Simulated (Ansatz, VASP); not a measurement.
# ZrB in VASP and in Ansatz

Contents of INCAR:

```
SYSTEM = ZrB
PREC = Accurate ; ENCUT = 520
EDIFF = 1E-7 ; ISMEAR = 0
SIGMA = 0.15 ; LREAL = .FALSE.
LASPH = .TRUE. ; NELM = 100
ALGO = Normal ; ISIF = 2
LWAVE = .FALSE. ; LCHARG = .FALSE.
NBANDS = 14
```

Contents of KPOINTS:

```
regular mesh
0
G
  16 16 16
  0 0 0
```

Contents of POSCAR:

```
ZrB
1.0
    0.0000000000      2.4153850465      2.5040296777
    2.5281835282      0.0000000000      2.5040296777
    2.5281835282      2.4153850465      0.0000000000
Zr B
1 1
Direct
    0.0000000000      0.0000000000      0.0000000000
    0.5000000000      0.5000000000      0.5000000000
```

Input for Ansatz:

```yaml
crystal:
  lattice:
    - [0.0, 2.4153850465, 2.5040296777]
    - [2.5281835282, 0.0, 2.5040296777]
    - [2.5281835282, 2.4153850465, 0.0]
  atoms:
    - { symbol: Zr, position: [0.0, 0.0, 0.0] }
    - { symbol: B, position: [0.5, 0.5, 0.5] }
basis:
  ecutwfc: 520.0
kpoints:
  mp_grid: { grid: [16, 16, 16] }
hamiltonian:
  xc: lda
scf:
  occupations: { method: gaussian, width: 0.15 }
output:
  forces: true
  stress: true
  eigenvalues: true
```

Change from the starting cell: normal strain along x +0.0467, normal strain along z +0.0367.

Alike in both runs: task single point; functional LDA; k mesh 16 × 16 × 16; occupations gaussian, width 0.15 eV; no spin polarisation.

|  | VASP | Ansatz |
| --- | --- | --- |
| version | VASP 6.6.1 | Ansatz 0.2.0 |
| potentials or method | VASP PAW LDA potentials, release 64 (Zr_sv, B), cutoff 520 eV | scalar-relativistic, plane waves, PAW |
| valence electrons in the cell | 15 | 15 |

|  | VASP | Ansatz | Ansatz less VASP |
| --- | --- | --- | --- |
| gap on the k mesh at the Fermi level (eV) | none | none | - |
| pressure (GPa) | -11.6 | -11.9 | -0.25 |
| traceless stress, the component that is largest in VASP (GPa) | 6.94 | 6.89 | -0.041 |

LDA's correlation is that of Perdew and Zunger in VASP and of Perdew and Wang (1992) in Ansatz. A gap of «none» marks a metal or a gap that the smearing closes.
